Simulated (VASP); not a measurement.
Si: single point with PBEsol

Crystal: Si.

```xyz
4
Lattice="-3.3907 3.3907 1.9601 3.3907 -3.3907 1.9601 3.3907 3.3907 -1.9601" Properties=species:S:1:pos:R:3 pbc="T T T"
Si   -2.1782    2.1782    1.9601
Si    2.1782   -2.1782    1.9601
Si    2.1782    2.1782    1.9601
Si    1.2125    1.2125    0.0000
```

```yaml
Program: VASP 6.6.1
Task: single point
Functional: PBEsol
Potentials_or_basis: VASP PAW PBE potentials, release 64 (Si)
Cutoff: 520 eV
k_mesh: 8 × 8 × 8
Occupations: fermi-dirac, width 0.05 eV
Spin: no spin polarisation
```

The pressure is -4.6 GPa. The largest force is 0.089 eV/Å and the band gap on the k mesh is 0.16 eV (least direct gap 0.34 eV).

Forces on the atoms (eV/Å):
```
Si  -0.063  0.063  0.000
Si   0.063 -0.063  0.000
Si   0.063  0.063  0.000
Si  -0.063 -0.063  0.000
```

Stress tensor (GPa, compression positive):
```
-4.51  0.00  0.00
 0.00 -4.51  0.00
 0.00  0.00 -4.84
```

Levels at points of the mesh, in eV from the valence-band top:
```
           k point  band 4  band 5  band 6  band 7  band 8  band 9  band 10  band 11  band 12  band 13
(0.00, 0.00, 0.00)   -5.44   -3.56   -1.42   -1.42   -0.51    1.40     1.40     1.44     2.26     2.26
(0.50, 0.00, 0.00)   -6.00   -4.13   -3.32   -2.25   -1.36    0.84     2.23     2.98     3.45     3.98
(0.50, 0.50, 0.00)   -4.88   -2.68   -1.91   -1.79   -1.54    1.49     1.84     1.87     3.80     4.22
(0.50, 0.50, 0.50)   -4.74   -2.80   -0.22    0.00    0.00    0.34     2.51     3.35     3.93     4.38
```

Run time: 57 s on 1 thread of Intel(R) Xeon(R) Platinum 8488C (Sapphire Rapids) (shared host), peak memory 0.24 GiB.

Caveat: the cell stands under tension; the PAW data sets were made with another functional, which shifts forces and pressure a little. A k mesh can miss the band edges.
